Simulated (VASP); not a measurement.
Here is a VASP 6.6.1 calculation.

The input INCAR:

```
SYSTEM = AlN
  PREC = Accurate
  ENCUT = 600
  EDIFF = 1E-7
  ISMEAR = 0
  SIGMA = 0.1
  LREAL = .FALSE.
  LASPH = .TRUE.
  NELM = 120
  ALGO = Normal
  ISIF = 3
  LWAVE = .FALSE.
  LCHARG = .FALSE.
  GGA = PE
  IBRION = 2
  NSW = 80
  EDIFFG = -0.05
  GGA_COMPAT = .FALSE.
  NELMIN = 4
```

The input KPOINTS:

```
Automatic mesh
0
G
  8 8 8
  0 0 0
```

POSCAR

```
AlN
1.0
    0.0000000000      2.3618534812      2.3618534812
    2.3618534812      0.0000000000      2.3618534812
    2.3618534812      2.3618534812      0.0000000000
Al N
1 1
Direct
    0.0000000000      0.0000000000      0.0000000000
    0.2500000000      0.2500000000      0.2500000000
```

Potentials or basis: VASP PAW PBE potentials, release 64 (Al, N).

The run is started by

```console
$ cat potpaw_PBE.64/Al/POTCAR potpaw_PBE.64/N/POTCAR > POTCAR
$ mpirun -np 1 vasp_std > vasp.out
```

Question: What does it give for the relaxed volume?

Answer: 10.67 Å³/atom.

Question: What does it give for the space group after relaxing (to 0.05 Å)?

Answer: F-43m (No. 216).

Step by step:
| step | energy change (eV) | largest force (eV/Å) | pressure (GPa) | volume (Å³) |
| --- | --- | --- | --- | --- |
| 1 | 0.0000 | 0.0000 | -26.95 | 26.35 |
| 2 | -0.2845 | 0.0000 | 31.59 | 18.77 |
| 3 | -0.5091 | 0.0000 | -0.43 | 21.35 |

Caveat: the volume moved by over 15 % at a fixed basis, so the end points are rough.
